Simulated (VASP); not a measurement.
Set up this calculation in VASP 6.6.1, as the native input.

```yaml
Task: single point
Functional: PBE
Potentials_or_basis: VASP PAW PBE potentials, release 64 (Ti_sv, H)
Cutoff: 520 eV
k_mesh: 6 × 6 × 1
Occupations: gaussian, width 0.1 eV
Spin: no spin polarisation
Dipole_correction: yes
Further_INCAR_settings: ALGO = Normal; EDIFF = 1e-07; NBANDS = 47
```

The structure of Ti3H lies in POSCAR:

```
Ti3H
1.0
    4.6039800811      0.0000000000      0.0000000000
   -2.3019900405      3.9871637087      0.0000000000
    0.0000000000      0.0000000000     22.4969948581
Ti H
6 2
Direct
    0.6666666667      0.3333333333      0.1778015253
    0.3333333333      0.6666666667      0.2195752601
    0.0000000000      0.0000000000      0.2613489950
    0.6666666667      0.3333333333      0.2980583739
    0.3333333333      0.6666666667      0.3304600279
    0.0000000000      0.0000000000      0.3776946615
    0.2863074238      0.7136925762      0.4261455772
    0.3803592429      0.6196407571      0.4261455772
```

One way to write it, as run:

INCAR

```
  PREC = Accurate
  ENCUT = 520
  EDIFF = 1E-7
  ISMEAR = 0
  SIGMA = 0.1
  LREAL = False
  LASPH = True
  NELM = 100
  ALGO = Normal
  ISIF = 2
  LWAVE = False
  LCHARG = False
  LDIPOL = True
  IDIPOL = 3
  DIPOL = 0.5 0.5 0.315
  GGA = PE
  NBANDS = 47
```

KPOINTS

```
regular mesh
0
Gamma
  6 6 1
```

Potentials or basis: VASP PAW PBE potentials, release 64 (Ti_sv, H).

Run with:

```console
$ cat potpaw_PBE.64/Ti_sv/POTCAR potpaw_PBE.64/H/POTCAR > POTCAR
$ mpirun -np 1 vasp_std > vasp.out
```

It gave:

| Quantity | Value |
| --- | --- |
| Largest force | 2.281 eV/Å |
| Band gap on the k mesh | zero (bands 37 and 38 overlap by 0.21 eV) |

It took 6.6 min on 1 thread of Intel(R) Xeon(R) 6975P-C (Granite Rapids), on a shared host, peak memory 0.56 GiB.
